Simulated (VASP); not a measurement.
# CuO (Cc) in VASP: relaxation of shape and atoms at fixed volume with PBE+U

Aim: the relaxation of shape and atoms at fixed volume of CuO with PBE+U.

Program: VASP 6.6.1. These are calculated values, not measurements. Logs are shortened: lines on timing, memory, paths and dates and some standing lists are left out, and cuts for length are marked.

### 1 The cell of the first run

It takes space group Cc (No. 9, monoclinic). Conventional cell: a = 4.689 Å, b = 3.427 Å, c = 5.132 Å, α = 90.00°, β = 99.65°, γ = 90.00°. Within 2.5 Å of Cu (site symmetry 1) lie 4 O at 1.91 to 2.02 Å. O (site symmetry 1) has 4 Cu at 1.91 to 2.02 Å within 2.5 Å.

### 2 Relaxation of shape and atoms at fixed volume, PBE+U, collinear spin, ferromagnetic start

Input file INCAR:

```
SYSTEM = CuO
  ALGO = Normal
  EDIFF = 1E-6
  EDIFFG = -0.015
  ENCUT = 600
  GGA = PE
  IBRION = 2
  ISIF = 4
  ISMEAR = 0
  ISPIN = 2
  LASPH = .True.
  LCHARG = .False.
  LDAU = .True.
  LDAUJ = 0 0
  LDAUL = 2 -1
  LDAUPRINT = 1
  LDAUTYPE = 2
  LDAUU = 4 0
  LMAXMIX = 4
  LORBIT = 11
  LREAL = .False.
  LWAVE = .False.
  MAGMOM = 0.66 0.66 0 0
  NELM = 150
  NSW = 60
  PREC = Accurate
  SIGMA = 0.05
```

Input file KPOINTS:

```
k-points
0
Gamma
  8 8 6
  0 0 0
```

Input file POSCAR:

```
CuO
1.0
    2.3446497598     -1.7133998245      0.0000000000
    2.3446497598      1.7133998245      0.0000000000
   -0.8605499118      0.0000000000      5.0594394815
Cu O
2 2
Direct
    0.0032000000      0.4968000000      0.0000000000
    0.4968000000      0.0032000000      0.5000000000
    0.5714000000      0.4056000000      0.2537000000
    0.4056000000      0.5714000000      0.7537000000
```

Potentials or basis: VASP PAW PBE potentials, release 64 (Cu, O).

Run with:

```console
$ cat potpaw_PBE.64/Cu/POTCAR potpaw_PBE.64/O/POTCAR > POTCAR
$ mpirun -np 1 vasp_std > vasp.out
```

OUTCAR:

```text
SYSTEM = CuO
   EDIFF = 1E-6
   EDIFFG = -0.015
   ENCUT = 600
   GGA = PE
   IBRION = 2
   ISIF = 4
   ISMEAR = 0
   ISPIN = 2
   LASPH = .True.
   LORBIT = 11
   LREAL = .False.
   NELM = 150
   NSW = 60
   PREC = Accurate

 ion  position               nearest neighbor table
   1  0.003  0.497  0.000-   4 1.91   3 1.93   4 1.98   3 2.02
   2  0.497  0.003  0.500-   3 1.91   4 1.93   3 1.98   4 2.02
   3  0.571  0.406  0.254-   2 1.91   1 1.93   2 1.98   1 2.02
   4  0.406  0.571  0.754-   1 1.91   2 1.93   1 1.98   2 2.02

  LATTYP: Found a base centered monoclinic cell.
 ALAT       =     4.6892995196
 B/A-ratio  =     0.7307700510
 C/A-ratio  =     1.0944283423
 COS(beta)  =    -0.1676798048

  Lattice vectors:

 A1 = (   2.3446497598,  -1.7133998245,   0.0000000000)
 A2 = (   2.3446497598,   1.7133998245,   0.0000000000)
 A3 = (  -0.8605499118,   0.0000000000,   5.0594394815)

Analysis of symmetry for initial positions (statically):
=====================================================================
 Subroutine PRICEL returns:
 Original cell was already a primitive cell.

 Routine SETGRP: Setting up the symmetry group for a
 base centered monoclinic supercell.

 Subroutine GETGRP returns: Found  2 space group operations
 (whereof  1 operations were pure point group operations)
 out of a pool of  4 trial point group operations.

The static configuration has the point symmetry C_1 .
 The point group associated with its full space group is C_1h.

Analysis of symmetry for dynamics (positions and initial velocities):
=====================================================================
 Subroutine PRICEL returns:
 Original cell was already a primitive cell.

 Routine SETGRP: Setting up the symmetry group for a
 base centered monoclinic supercell.

 Subroutine GETGRP returns: Found  2 space group operations
 (whereof  1 operations were pure point group operations)
 out of a pool of  4 trial point group operations.

The dynamic configuration has the point symmetry C_1 .
 The point group associated with its full space group is C_1h.

Analysis of structural, dynamic, and magnetic symmetry:
=====================================================================
 Subroutine PRICEL returns:
 Original cell was already a primitive cell.

 Routine SETGRP: Setting up the symmetry group for a
 base centered monoclinic supercell.

 Subroutine GETGRP returns: Found  2 space group operations
 (whereof  1 operations were pure point group operations)
 out of a pool of  4 trial point group operations.

The overall configuration has the point symmetry C_1 .
 The point group associated with its full space group is C_1h.

 Subroutine INISYM returns: Found  2 space group operations
 (whereof  1 operations are pure point group operations),
 and found     1 'primitive' translations

----------------------------------------------------------------------------------------

                                     Primitive cell

  volume of cell :      40.6508

  direct lattice vectors                    reciprocal lattice vectors
     2.344649760 -1.713399824  0.000000000     0.213251467 -0.291817469  0.036271514
     2.344649760  1.713399824  0.000000000     0.213251467  0.291817469  0.036271514
    -0.860549912  0.000000000  5.059439482     0.000000000  0.000000000  0.197650353
[... 147 lines left out ...]
  --------------------------------------------------------------------------------------
  -------------------------------------------------------------------------------------
  Total        1.0387596      1.2536456      1.3114522      0.0000000      0.0000000     -0.0614532
  in kB       40.9408182     49.4101621     51.6885013      0.0000000      0.0000000     -2.4220665
  external PRESSURE =      47.3464939 kB  Pullay stress =       0.0000000 kB
[... 95 lines left out ...]
  FREE ENERGIE OF THE ION-ELECTRON SYSTEM (eV)
  ---------------------------------------------------
  free  energy   TOTEN  =       -17.1260530513 eV

  energy  without entropy=      -17.1259448610  energy(sigma->0) =      -17.12599896

[... ionic steps 4 to 12 ...]

--------------------------------------- Ionic step       13  -------------------------------------------

 number of electron      33.9999992 magnetization       1.9912017

------------------------ aborting loop because EDIFF is reached ----------------------------------------
[... 65 lines left out ...]
  FREE ENERGIE OF THE ION-ELECTRON SYSTEM (eV)
  ---------------------------------------------------
  free  energy   TOTEN  =       -17.1362813620 eV

  energy  without entropy=      -17.1359772778  energy(sigma->0) =      -17.13612932

atom =   1  type =  1  l = 2

 onsite density matrix

spin component  1

  0.9615 -0.0015  0.0094 -0.0053  0.0015
 -0.0015  0.9930 -0.0003 -0.0268  0.0080
  0.0094 -0.0003  0.9746  0.0016 -0.0016
 -0.0053 -0.0268  0.0016  1.0069 -0.0097
  0.0015  0.0080 -0.0016 -0.0097  0.9767

spin component  2

  0.9508 -0.0276  0.0128  0.0284 -0.0084
 -0.0276  0.7772  0.0089  0.2539 -0.0737
  0.0128  0.0089  0.9689 -0.0106  0.0016
  0.0284  0.2539 -0.0106  0.6238  0.0999
 -0.0084 -0.0737  0.0016  0.0999  0.9363

 occupancies and eigenvectors

  o =  0.4029  v =  0.0000  0.0000  0.0000  0.0000  0.0000 -0.0737 -0.5792  0.0260  0.7790 -0.2272      0.0000  0.0000  0.0000  0.0000  0.0000  0.0000  0.0000  0.0000  0.0000  0.0000
  o =  0.9461  v =  0.0000  0.0000  0.0000  0.0000  0.0000  0.8531  0.1648 -0.4474  0.1924 -0.0882      0.0000  0.0000  0.0000  0.0000  0.0000  0.0000  0.0000  0.0000  0.0000  0.0000
  o =  0.9552  v =  0.8623  0.1707 -0.4367  0.1750 -0.0775  0.0000  0.0000  0.0000  0.0000  0.0000      0.0000  0.0000  0.0000  0.0000  0.0000  0.0000  0.0000  0.0000  0.0000  0.0000
  o =  0.9653  v =  0.0000  0.0000  0.0000  0.0000  0.0000  0.0916 -0.0316  0.0868  0.2612  0.9565      0.0000  0.0000  0.0000  0.0000  0.0000  0.0000  0.0000  0.0000  0.0000  0.0000
  o =  0.9667  v =  0.0000  0.0000  0.0000  0.0000  0.0000  0.1400 -0.7845 -0.2725 -0.5236  0.1284      0.0000  0.0000  0.0000  0.0000  0.0000  0.0000  0.0000  0.0000  0.0000  0.0000
  o =  0.9730  v =  0.1032 -0.7383 -0.2993 -0.5850 -0.1115  0.0000  0.0000  0.0000  0.0000  0.0000      0.0000  0.0000  0.0000  0.0000  0.0000  0.0000  0.0000  0.0000  0.0000  0.0000
  o =  0.9738  v =  0.1297 -0.2312  0.0405  0.1116  0.9569  0.0000  0.0000  0.0000  0.0000  0.0000      0.0000  0.0000  0.0000  0.0000  0.0000  0.0000  0.0000  0.0000  0.0000  0.0000
  o =  0.9760  v =  0.0000  0.0000  0.0000  0.0000  0.0000  0.4886 -0.1444  0.8470 -0.1175 -0.0963      0.0000  0.0000  0.0000  0.0000  0.0000  0.0000  0.0000  0.0000  0.0000  0.0000
  o =  0.9798  v =  0.4761 -0.1454  0.8471 -0.1433 -0.1188  0.0000  0.0000  0.0000  0.0000  0.0000      0.0000  0.0000  0.0000  0.0000  0.0000  0.0000  0.0000  0.0000  0.0000  0.0000
  o =  1.0308  v = -0.0476 -0.5926  0.0235  0.7708 -0.2276  0.0000  0.0000  0.0000  0.0000  0.0000      0.0000  0.0000  0.0000  0.0000  0.0000  0.0000  0.0000  0.0000  0.0000  0.0000

atom =   2  type =  1  l = 2

 onsite density matrix

spin component  1

  0.9615 -0.0015 -0.0094  0.0053 -0.0015
 -0.0015  0.9930  0.0003  0.0268 -0.0080
 -0.0094  0.0003  0.9746  0.0016 -0.0016
  0.0053  0.0268  0.0016  1.0069 -0.0097
 -0.0015 -0.0080 -0.0016 -0.0097  0.9767

spin component  2

  0.9508 -0.0276 -0.0128 -0.0284  0.0084
 -0.0276  0.7772 -0.0089 -0.2539  0.0737
 -0.0128 -0.0089  0.9689 -0.0106  0.0016
 -0.0284 -0.2539 -0.0106  0.6238  0.0999
  0.0084  0.0737  0.0016  0.0999  0.9363

 occupancies and eigenvectors

  o =  0.4029  v =  0.0000  0.0000  0.0000  0.0000  0.0000  0.0737  0.5792  0.0260  0.7790 -0.2272      0.0000  0.0000  0.0000  0.0000  0.0000  0.0000  0.0000  0.0000  0.0000  0.0000
  o =  0.9461  v =  0.0000  0.0000  0.0000  0.0000  0.0000 -0.8531 -0.1648 -0.4474  0.1924 -0.0882      0.0000  0.0000  0.0000  0.0000  0.0000  0.0000  0.0000  0.0000  0.0000  0.0000
  o =  0.9552  v =  0.8623  0.1707  0.4367 -0.1750  0.0775  0.0000  0.0000  0.0000  0.0000  0.0000      0.0000  0.0000  0.0000  0.0000  0.0000  0.0000  0.0000  0.0000  0.0000  0.0000
  o =  0.9653  v =  0.0000  0.0000  0.0000  0.0000  0.0000 -0.0916  0.0316  0.0868  0.2612  0.9565      0.0000  0.0000  0.0000  0.0000  0.0000  0.0000  0.0000  0.0000  0.0000  0.0000
  o =  0.9667  v =  0.0000  0.0000  0.0000  0.0000  0.0000 -0.1400  0.7845 -0.2725 -0.5236  0.1284      0.0000  0.0000  0.0000  0.0000  0.0000  0.0000  0.0000  0.0000  0.0000  0.0000
  o =  0.9730  v = -0.1032  0.7383 -0.2993 -0.5850 -0.1115  0.0000  0.0000  0.0000  0.0000  0.0000      0.0000  0.0000  0.0000  0.0000  0.0000  0.0000  0.0000  0.0000  0.0000  0.0000
  o =  0.9738  v = -0.1297  0.2312  0.0405  0.1116  0.9569  0.0000  0.0000  0.0000  0.0000  0.0000      0.0000  0.0000  0.0000  0.0000  0.0000  0.0000  0.0000  0.0000  0.0000  0.0000
  o =  0.9760  v =  0.0000  0.0000  0.0000  0.0000  0.0000 -0.4886  0.1444  0.8470 -0.1175 -0.0963      0.0000  0.0000  0.0000  0.0000  0.0000  0.0000  0.0000  0.0000  0.0000  0.0000
  o =  0.9798  v =  0.4761 -0.1454 -0.8471  0.1433  0.1188  0.0000  0.0000  0.0000  0.0000  0.0000      0.0000  0.0000  0.0000  0.0000  0.0000  0.0000  0.0000  0.0000  0.0000  0.0000
  o =  1.0308  v =  0.0476  0.5926  0.0235  0.7708 -0.2276  0.0000  0.0000  0.0000  0.0000  0.0000      0.0000  0.0000  0.0000  0.0000  0.0000  0.0000  0.0000  0.0000  0.0000  0.0000

--------------------------------------- Ionic step       15  -------------------------------------------

 number of electron      33.9999993 magnetization       1.9908303

 Free energy of the ion-electron system (eV)
  ---------------------------------------------------
  ext. energy  EPLUGINS =         0.00000000
  ---------------------------------------------------
  free energy    TOTEN  =       -17.13640529 eV

  energy without entropy =      -17.13609432  energy(sigma->0) =      -17.13624981

 E-fermi :   5.4995     XC(G=0): -11.8213

 val. band max:        5.4983822772   @ k =   0.5000   0.5000   0.0000
 cond. band min:       5.5203805883   @ k =  -0.3750   0.3750   0.0000
 fundamental gap:      0.0219983111
 Fermi energy:         5.4995085275

 spin component 1

 k-point     1 :       0.0000    0.0000    0.0000
  band No.  band energies     occupation
      1     -14.3073      1.00000
      2     -12.9331      1.00000
      3      -3.0076      1.00000
      4      -1.7751      1.00000
      5      -1.4105      1.00000
      6       0.2972      1.00000
[... 1226 lines left out ...]
  FREE ENERGIE OF THE ION-ELECTRON SYSTEM (eV)
  ---------------------------------------------------
  free  energy   TOTEN  =       -17.1364052881 eV

  energy  without entropy=      -17.1360943234  energy(sigma->0) =      -17.13624981

 reached required accuracy - stopping structural energy minimisation

 total charge

# of ion       s       p       d       tot
------------------------------------------
    1        0.389   0.407   9.148   9.945
    2        0.389   0.407   9.148   9.945
    3        1.554   3.452   0.000   5.006
    4        1.554   3.452   0.000   5.006
--------------------------------------------------
tot          3.887   7.718  18.297  29.901

 magnetization (x)

# of ion       s       p       d       tot
------------------------------------------
    1       -0.004   0.003   0.656   0.654
    2       -0.004   0.003   0.656   0.654
    3        0.021   0.281   0.000   0.301
    4        0.021   0.281   0.000   0.301
--------------------------------------------------
tot          0.033   0.566   1.312   1.911
```

Run time: 11 min. Hardware: 1 thread of Intel Xeon 6975P-C (Granite Rapids), shared host; peak memory 0.32 GiB.

What came out:

* Free energy: -17.1364 eV
* Energy gained by relaxing: 14.7 meV/atom
* Ionic steps: 15
* Pressure after relaxing: 7.1 GPa
* Largest force after relaxing: 0.010 eV/Å
* Band gap on the k mesh: zero (filled and empty bands overlap)
* Net moment: 1.99 μB per cell
* Site moments: Cu +0.65; O +0.30 μB
* Valence electrons inside the program's atomic spheres: Cu 9.95; O 5.01

Forces on the atoms (eV/Å):
```
Cu   0.006  0.007  0.002
Cu   0.006 -0.007  0.002
O   -0.006  0.003 -0.002
O   -0.006 -0.003 -0.002
```

Stress tensor (GPa, compression positive):
```
7.20 0.00 0.15
0.00 7.02 0.00
0.15 0.00 7.22
```

The path:
```tsv
step	energy change (eV)	largest force (eV/Å)	pressure (GPa)	volume (Å³)
1	0.0000	0.8084	4.73	40.65
2	-0.0464	0.1831	4.08	40.65
3	-0.0486	0.0727	3.98	40.65
4	-0.0503	0.0738	4.32	40.65
5	-0.0513	0.1113	4.72	40.65
6	-0.0527	0.0979	4.90	40.65
7	-0.0554	0.0851	5.63	40.65
8	-0.0551	0.2019	6.94	40.65
9	-0.0563	0.1107	6.28	40.65
10	-0.0573	0.0844	6.45	40.65
11	-0.0582	0.0571	6.67	40.65
12	-0.0587	0.0363	7.27	40.65
13	-0.0588	0.0318	7.13	40.65
14	-0.0588	0.0320	7.17	40.65
15	-0.0589	0.0096	7.15	40.65
```

Final structure:
```
Cu O
1.0
     2.27464   -1.75560    0.03079
     2.27464    1.75560    0.03079
    -0.76855    0.00000    5.07941
Cu O
2 2
Direct
  0.99465 0.49349 0.00178
  0.49349 0.99465 0.50178
  0.55729 0.43158 0.25192
  0.43158 0.55729 0.75192
```

Eigenvalues of the final occupation matrices:
| site | spin | trace | eigenvalues |
| --- | --- | --- | --- |
| site 1 d | 1 | 4.91 | 0.96 0.97 0.97 0.98 1.03 |
| site 1 d | 2 | 4.26 | 0.40 0.95 0.97 0.97 0.98 |
| site 2 d | 1 | 4.91 | 0.96 0.97 0.97 0.98 1.03 |
| site 2 d | 2 | 4.26 | 0.40 0.95 0.97 0.97 0.98 |

The state reached can hang on the start; a lower one may exist.
